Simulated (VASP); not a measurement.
A run of VASP 6.6.1 is set up as follows.

File INCAR:

```
SYSTEM = In3Se
PREC     = Accurate       ! precision mode
ENCUT    = 520            ! plane-wave cutoff, eV
EDIFF    = 1E-6           ! SCF threshold, eV
ISMEAR   = 0              ! smearing method
SIGMA    = 0.1            ! smearing width, eV
LREAL    = .FALSE.        ! projectors in reciprocal space
LASPH    = .TRUE.         ! aspherical terms in the spheres
NELM     = 60             ! most SCF steps
ALGO     = Normal         ! electronic algorithm
ISIF     = 2              ! what is computed and relaxed
LWAVE    = .FALSE.        ! write WAVECAR
LCHARG   = .TRUE.         ! write CHGCAR
GGA      = PE             ! functional
LELF     = .TRUE.         ! ELF
LVHAR    = .TRUE.       
NBANDS   = 30             ! bands
```

File KPOINTS:

```
Automatic mesh
0
G
  8 8 8
  0 0 0
```

The input POSCAR:

```
In3Se
1.0
    5.8928799993      0.0000000000      0.0000000000
    0.0000000000      5.8928799993      0.0000000000
    0.0000000000      0.0000000000      5.4218924991
In Se
3 1
Direct
    0.0000000000      0.5000000000      0.0000000000
    0.5000000000      0.0000000000      0.0000000000
    0.5000000000      0.5000000000      0.0000000000
    0.5000000000      0.5000000000      0.5000000000
```

Potentials or basis: VASP PAW PBE potentials, release 64 (In_d, Se).

Command:

```console
$ cat potpaw_PBE.64/In_d/POTCAR potpaw_PBE.64/Se/POTCAR > POTCAR
$ mpirun -np 1 vasp_std > vasp.out
```

Estimate the pressure.

0.0 GPa.

Estimate the band gap on the k mesh.

zero (an odd number of electrons rules out a gap without spin polarisation).

Caveat: spin-orbit coupling is left out, which moves the levels of the heavy elements.
